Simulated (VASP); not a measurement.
# Hf4N in VASP: further runs

The runs below take Hf4N through single point, with PBE+D3(BJ).

Program: VASP 6.6.1. These are calculated values, not measurements. Logs are shortened: lines on timing, memory, paths and dates and some standing lists are left out, and cuts for length are marked.

### 1 The cell of the first run

The cell holds a slab with vacuum, 10 atoms: a = 6.342 Å, b = 5.017 Å, c = 22.167 Å, α = 90.00°, β = 90.00°, γ = 90.00°.

### 2 Single point, PBE+D3(BJ)

Contents of INCAR:

```
PREC = Accurate ; ENCUT = 520
EDIFF = 1E-7 ; ISMEAR = 0
SIGMA = 0.1 ; LREAL = F
LASPH = T ; NELM = 80
ALGO = Normal ; ISIF = 2
LWAVE = F ; LCHARG = T
LDIPOL = T ; IDIPOL = 3
DIPOL = 0.5 0.5 0.307 ; GGA = PE
IVDW = 12 ; LELF = T
LVHAR = T ; LVACPOTAV = T
NBANDS = 56
```

Contents of KPOINTS:

```
regular mesh
0
Gamma
  4 6 1
```

Contents of POSCAR:

```
Hf4N
1.0
    6.3423521406      0.0000000000      0.0000000000
    0.0000000000      5.0167614026      0.0000000000
    0.0000000000      0.0000000000     22.1665201410
Hf N
8 2
Direct
    0.0000000000      0.7500000000      0.1804523206
    0.5000000000      0.7500000000      0.1804523206
    0.2500000000      0.2500000000      0.2217506242
    0.7500000000      0.2500000000      0.2217506242
    0.2500000000      0.7500000000      0.2964821324
    0.7500000000      0.7500000000      0.2964821324
    0.0000000000      0.2500000000      0.3368377216
    0.5000000000      0.2500000000      0.3368377216
    0.0000000000      0.2500000000      0.4721769621
    0.0000000000      0.2500000000      0.5218013503
```

Potentials or basis: VASP PAW PBE potentials, release 64 (Hf_pv, N).

On the command line:

```sh
$ cat potpaw_PBE.64/Hf_pv/POTCAR potpaw_PBE.64/N/POTCAR > POTCAR
$ mpirun -np 1 vasp_std > vasp.out
```

OUTCAR:

```text
PREC = Accurate
   ENCUT = 520
   EDIFF = 1E-7
   ISMEAR = 0
   LREAL = F
   LASPH = T
   NELM = 80
   ISIF = 2
   GGA = PE
   IVDW = 12
 IVDW          = 12

 ion  position               nearest neighbor table
   1  0.000  0.750  0.180-   5 3.02   6 3.02   3 3.11   4 3.11   3 3.11   4 3.11   2 3.17   2 3.17

   2  0.500  0.750  0.180-   5 3.02   6 3.02   3 3.11   4 3.11   3 3.11   4 3.11   1 3.17   1 3.17

   3  0.250  0.250  0.222-   7 3.00   8 3.00   5 3.01   5 3.01   1 3.11   1 3.11   2 3.11   2 3.11
                             4 3.17   4 3.17
   4  0.750  0.250  0.222-   7 3.00   8 3.00   6 3.01   6 3.01   1 3.11   1 3.11   2 3.11   2 3.11
                             3 3.17   3 3.17
   5  0.250  0.750  0.296-   3 3.01   3 3.01   1 3.02   2 3.02   8 3.10   7 3.10   7 3.10   8 3.10
                             6 3.17   6 3.17
   6  0.750  0.750  0.296-   4 3.01   4 3.01   1 3.02   2 3.02   8 3.10   7 3.10   7 3.10   8 3.10
                             5 3.17   5 3.17
   7  0.000  0.250  0.337-   3 3.00   4 3.00   5 3.10   6 3.10   5 3.10   6 3.10   8 3.17   8 3.17

   8  0.500  0.250  0.337-   3 3.00   4 3.00   5 3.10   6 3.10   5 3.10   6 3.10   7 3.17   7 3.17

   9  0.000  0.250  0.472-  10 1.10
  10  0.000  0.250  0.522-   9 1.10

  LATTYP: Found a simple orthorhombic cell.
 ALAT       =     5.0167614026
 B/A-ratio  =     1.2642323666
 C/A-ratio  =     4.4184920035

  Lattice vectors:

 A1 = (   0.0000000000,  -5.0167614026,   0.0000000000)
 A2 = (   6.3423521406,   0.0000000000,   0.0000000000)
 A3 = (   0.0000000000,   0.0000000000,  22.1665201410)

Analysis of symmetry for initial positions (statically):
=====================================================================
 Subroutine PRICEL returns:
 Original cell was already a primitive cell.

 Routine SETGRP: Setting up the symmetry group for a
 simple orthorhombic supercell.

 Subroutine GETGRP returns: Found  4 space group operations
 (whereof  2 operations were pure point group operations)
 out of a pool of  8 trial point group operations.

The static configuration has the point symmetry C_1h.
 The point group associated with its full space group is C_2v.

Analysis of symmetry for dynamics (positions and initial velocities):
=====================================================================
 Subroutine PRICEL returns:
 Original cell was already a primitive cell.

 Routine SETGRP: Setting up the symmetry group for a
 simple orthorhombic supercell.

 Subroutine GETGRP returns: Found  4 space group operations
 (whereof  2 operations were pure point group operations)
 out of a pool of  8 trial point group operations.

The dynamic configuration has the point symmetry C_1h.
 The point group associated with its full space group is C_2v.

 Subroutine INISYM returns: Found  4 space group operations
 (whereof  2 operations are pure point group operations),
 and found     1 'primitive' translations

----------------------------------------------------------------------------------------

                                     Primitive cell

  volume of cell :     705.2958

  direct lattice vectors                    reciprocal lattice vectors
     6.342352141  0.000000000  0.000000000     0.157670211  0.000000000  0.000000000
     0.000000000  5.016761403  0.000000000     0.000000000  0.199331784  0.000000000
     0.000000000  0.000000000 22.166520141     0.000000000  0.000000000  0.045113080

  length of vectors
     6.342352141  5.016761403 22.166520141     0.157670211  0.199331784  0.045113080

  position of ions in fractional coordinates (direct lattice)
     0.000000000  0.750000000  0.180452321
     0.500000000  0.750000000  0.180452321
     0.250000000  0.250000000  0.221750624
     0.750000000  0.250000000  0.221750624
     0.250000000  0.750000000  0.296482132
     0.750000000  0.750000000  0.296482132
     0.000000000  0.250000000  0.336837722
     0.500000000  0.250000000  0.336837722
     0.000000000  0.250000000  0.472176962
     0.000000000  0.250000000  0.521801350

  ion indices of the primitive-cell ions
   primitive index   ion index
                 1           1
                 2           2
                 3           3
                 4           4
                 5           5
                 6           6
                 7           7
                 8           8
                 9           9
                10          10

----------------------------------------------------------------------------------------

 KPOINTS: regular mesh

Automatic generation of k-mesh.
 Grid dimensions read from file:
 generate k-points for:    4    6    1

 Generating k-lattice:

  Cartesian coordinates                     Fractional coordinates (reciprocal lattice)
     0.039417553  0.000000000  0.000000000     0.250000000  0.000000000  0.000000000
     0.000000000  0.033221964  0.000000000     0.000000000  0.166666667  0.000000000
     0.000000000  0.000000000  0.045113080     0.000000000  0.000000000  1.000000000

  Length of vectors
     0.039417553  0.033221964  0.045113080

  Shift w.r.t. Gamma in fractional coordinates (k-lattice)
     0.000000000  0.000000000  0.000000000

 Subroutine IBZKPT returns following result:
 ===========================================

 Found     12 irreducible k-points:

 Following reciprocal coordinates:
            Coordinates               Weight
  0.000000  0.000000  0.000000      1.000000
  0.250000  0.000000  0.000000      2.000000
  0.500000  0.000000  0.000000      1.000000
  0.000000  0.166667  0.000000      2.000000
  0.250000  0.166667  0.000000      4.000000
  0.500000  0.166667  0.000000      2.000000
  0.000000  0.333333  0.000000      2.000000
  0.250000  0.333333  0.000000      4.000000
  0.500000  0.333333  0.000000      2.000000
  0.000000  0.500000  0.000000      1.000000
  0.250000  0.500000  0.000000      2.000000
  0.500000  0.500000  0.000000      1.000000
   k-points           NKPTS =     12   k-points in BZ     NKDIM =     12   number of bands    NBANDS=     56
   number of dos      NEDOS =    301   number of ions     NIONS =     10
   total plane-waves  NPLWV = 322560
   dimension x,y,z NGX =    48 NGY =   40 NGZ =  168
   dimension x,y,z NGXF=    96 NGYF=   80 NGZF=  336
   ions per type =               8   2
   NGX,Y,Z   is equivalent  to a cutoff of  12.58, 13.26, 12.60 a.u.
   NGXF,Y,Z  is equivalent  to a cutoff of  25.16, 26.51, 25.20 a.u.
 SYSTEM =  unknown system
   PREC   = accura    normal or accurate (medium, high low for compatibility)
   ISTART =      0    job   : 0-new  1-cont  2-samecut
   ICHARG =      2    charge: 1-file 2-atom 10-const
   ISPIN  =      1    spin polarized calculation?
   LNONCOLLINEAR =      F non collinear calculations
   LSORBIT =      F    spin-orbit coupling
   LASPH  =      T    aspherical Exc in radial PAW
   ENCUT  =  520.0 eV  38.22 Ry    6.18 a.u.  11.79  9.33 41.22*2*pi/ulx,y,z
   NELM   =     80;   NELMIN=  2; NELMDL= -5     # of ELM steps
   EDIFF  = 0.1E-06   stopping-criterion for ELM
   LREAL  =      F    real-space projection
   EDIFFG = 0.1E-05   stopping-criterion for IOM
   NSW    =      0    number of steps for IOM
   IBRION =     -1    ionic relax: 0-MD 1-quasi-New 2-CG
   NFREE  =      0    steps in history (QN), initial steepest desc. (CG)
   ISIF   =      2    stress and relaxation
   ISYM   =      2    0-nonsym 1-usesym 2-fastsym
   POTIM  = 0.5000    time-step for ionic-motion
   TEBEG  =    0.0;   TEEND  =   0.0 temperature during run
   PSTRESS=    0.0 pullay stress
   NELECT =      90.0000    total number of electrons
   NUPDOWN=      -1.0000    fix difference up-down
   EMIN   =  10.00;   EMAX   =-10.00  energy-range for DOS
   EFERMI =   0.00;   METHOD = LEGACY
   ISMEAR =     0;   SIGMA  =   0.10  broadening in eV -4-tet -1-fermi 0-gaus
   EFERMI_NEDOS =   21; number of points for ismear=-14 and -15
   IALGO  =     38    algorithm
   IMIX   =      4    mixing-type and parameters
     AMIX     =   0.40;   BMIX     =  1.00
     AMIX_MAG =   1.60;   BMIX_MAG =  1.00
  volume/ion in A,a.u.               =      70.53       475.96
  Fermi-wavevector in a.u.,A,eV,Ry     =   0.824199  1.557510  9.242484  0.679303
  Thomas-Fermi vector in A             =   1.935842
   LORBIT       =      0    0 simple, 1 ext, 2 COOP (PROOUT), +10 PAW based schemes
   GGA     = PE    functional components
   LHFCALC =     F    Hartree Fock is set to
   AEXX    =    0.0000 exact exchange contribution
   IVDW    =    12    specifies the selected vdW correction
   LEPSILON=     F    determine dielectric tensor
   LRPA    =     F    only Hartree local field effects (RPA)
 non-spin polarized calculation
 Gauss-broadening in eV      SIGMA  =   0.10
  energy-cutoff  :      520.00
  volume of cell :      705.30
 maximum number of plane-waves:     19096
 NGX is ok and might be reduce to    48
   NGX = 23   NGY = 19   NGZ = 83

 dipolmoment           0.000000      0.000000      0.153377 electrons x Angstroem

 number of electron      89.9999989 magnetization

 dipolmoment           0.000000      0.000000     -0.015667 electrons x Angstroem

 Free energy of the ion-electron system (eV)
  ---------------------------------------------------
  ext. energy  EPLUGINS =         0.00000000
  ---------------------------------------------------
  free energy    TOTEN  =       -88.71643633 eV

  energy without entropy =      -88.64244154  energy(sigma->0) =      -88.67943893

 E-fermi :  -1.2763     XC(G=0):  -4.1539

 val. band max:       -1.2888171702   @ k =   0.2500   0.3333   0.0000
 cond. band min:      -1.2705405457   @ k =   0.5000   0.5000   0.0000
 fundamental gap:      0.0182766245
 Fermi energy:        -1.2763071822

 k-point     1 :       0.0000    0.0000    0.0000
  band No.  band energies     occupation
      1     -32.5523      2.00000
      2     -32.5366      2.00000
      3     -32.5073      2.00000
      4     -32.4955      2.00000
      5     -32.4523      2.00000
      6     -32.4220      2.00000
[... 48 lines left out ...]
     55       0.2685      0.00000
     56       0.3390      0.00000

 k-point     2 :       0.2500    0.0000    0.0000
  band No.  band energies     occupation
      1     -32.5458      2.00000
      2     -32.5289      2.00000
      3     -32.4979      2.00000
      4     -32.4660      2.00000
      5     -32.4434      2.00000
      6     -32.3782      2.00000
[... 48 lines left out ...]
     55      -0.0214      0.00000
     56       0.2742      0.00000

 k-point     3 :       0.5000    0.0000    0.0000
  band No.  band energies     occupation
      1     -32.5388      2.00000
      2     -32.5208      2.00000
      3     -32.4841      2.00000
      4     -32.4561      2.00000
      5     -32.3912      2.00000
      6     -32.3814      2.00000
[... 464 lines left out ...]
 k-point    11 :       0.2500    0.5000    0.0000
  band No.  band energies     occupation
      1     -32.5602      2.00000
      2     -32.5578      2.00000
      3     -32.5064      2.00000
      4     -32.4918      2.00000
      5     -32.4381      2.00000
      6     -32.4263      2.00000
[... 48 lines left out ...]
     55      -0.1225      0.00000
     56      -0.0397      0.00000

 k-point    12 :       0.5000    0.5000    0.0000
  band No.  band energies     occupation
      1     -32.5431      2.00000
      2     -32.5298      2.00000
      3     -32.5220      2.00000
      4     -32.4943      2.00000
      5     -32.3305      2.00000
      6     -32.3253      2.00000
[... 48 lines left out ...]
     55      -0.4476      0.00000
     56      -0.4202      0.00000

------------------------ aborting loop because EDIFF is reached ----------------------------------------

 Edisp (eV)   -2.11725

 E8    (eV) :    -1.1630

  FORCE on cell =-STRESS in cart. coord.  units (eV):
  Direction    XX          YY          ZZ          XY          YZ          ZX
  --------------------------------------------------------------------------------------
  -------------------------------------------------------------------------------------
  Total      -7.80020    -1.31460     1.60987     0.00000     0.00000     0.00000
  in kB     -17.71923    -2.98630     3.65703     0.00000     0.00000     0.00000
  external pressure =       -5.68 kB  Pullay stress =        0.00 kB

 VOLUME and BASIS-vectors are now :
 -----------------------------------------------------------------------------
  energy-cutoff  :      520.00
  volume of cell :      705.30
      direct lattice vectors                 reciprocal lattice vectors
     6.342352141  0.000000000  0.000000000     0.157670211  0.000000000  0.000000000
     0.000000000  5.016761403  0.000000000     0.000000000  0.199331784  0.000000000
     0.000000000  0.000000000 22.166520141     0.000000000  0.000000000  0.045113080

 POSITION                                       TOTAL-FORCE (eV/Angst)
 -----------------------------------------------------------------------------------
      0.00000      3.76257      4.00000         0.000000      0.000000      0.123320
      3.17118      3.76257      4.00000         0.000000      0.000000      0.175750
      1.58559      1.25419      4.91544         0.060916     -0.000000     -0.231290
      4.75676      1.25419      4.91544        -0.060916     -0.000000     -0.231290
      1.58559      3.76257      6.57198        -0.000270      0.000000     -0.045856
      4.75676      3.76257      6.57198         0.000270      0.000000     -0.045856
      0.00000      1.25419      7.46652         0.000000      0.000000      0.660687
      3.17118      1.25419      7.46652         0.000000      0.000000      0.051106
      0.00000      1.25419     10.46652         0.000000      0.000000     -3.086035
      0.00000      1.25419     11.56652         0.000000      0.000000      2.629465
 -----------------------------------------------------------------------------------
    total drift:                                0.000000     -0.000000     -0.000081

  FREE ENERGIE OF THE ION-ELECTRON SYSTEM (eV)
  ---------------------------------------------------
  free  energy   TOTEN  =       -90.8336897043 eV

  energy  without entropy=      -90.7596949192  energy(sigma->0) =      -90.79669231

 vacuum level on the upper side and lower side of the slab         2.546         2.635
```

Run time: 13 min. Hardware: 1 thread of Intel Xeon 6975P-C (Granite Rapids), shared host; peak memory 0.85 GiB.

Results:

- Free energy: -90.8337 eV
- Largest force: 3.086 eV/Å
- Band gap on the k mesh: zero (bands 45 and 46 overlap by 0.37 eV)
- Dispersion energy per atom: -0.212 eV

Forces on the atoms (eV/Å):
```
Hf   0.000  0.000  0.123
Hf   0.000  0.000  0.176
Hf   0.061  0.000 -0.231
Hf  -0.061  0.000 -0.231
Hf   0.000  0.000 -0.046
Hf   0.000  0.000 -0.046
Hf   0.000  0.000  0.661
Hf   0.000  0.000  0.051
N    0.000  0.000 -3.086
N    0.000  0.000  2.629
```

Caveat: the standard files for N, O and F lose accuracy on very short bonds; spin-orbit coupling is left out, which moves the levels of the heavy elements.

(Continued in part 2 of 2.)

The gap in the log of VASP goes by the Fermi energy; the results here count the filled bands.